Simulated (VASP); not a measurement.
Input of a VASP 6.6.1 run:

File INCAR:

```
ALGO = Normal
EDIFF = 1E-7
EDIFFG = -0.04
ENCUT = 600
GGA = PE
IBRION = 2
ISIF = 3
ISMEAR = 0
LASPH = True
LCHARG = False
LREAL = False
LWAVE = False
NELM = 100
NSW = 90
PREC = Accurate
SIGMA = 0.1
```

Contents of KPOINTS:

```
k-points
0
Gamma
  4 4 4
```

File POSCAR:

```
B3As
1.0
    3.7651446100      0.0000000000      0.0000000000
    0.0000000000      3.7651446100      0.0000000000
    0.0000000000      0.0000000000      3.7651446100
B As
3 1
Direct
    0.5000000000      0.0000000000      0.0000000000
    0.0000000000      0.5000000000      0.0000000000
    0.0000000000      0.0000000000      0.5000000000
    0.0000000000      0.0000000000      0.0000000000
```

Potentials or basis: VASP PAW PBE potentials, release 64 (B, As).

Launch:

```sh
$ cat potpaw_PBE.64/B/POTCAR potpaw_PBE.64/As/POTCAR > POTCAR
$ mpirun -np 1 vasp_std > vasp.out
```

(1) Estimate the relaxed cell.

(2) What does it give for the band gap on the k mesh?

Results:

(1) a = 4.151 Å, b = 4.151 Å, c = 4.151 Å, α = 90.00°, β = 90.00°, γ = 90.00°.

(2) zero (band 7 reaches 2.87 eV, above the bottom of band 8 at 1.67 eV).

Caveat: the k points lie up to 0.38 Å⁻¹ apart in the final cell.
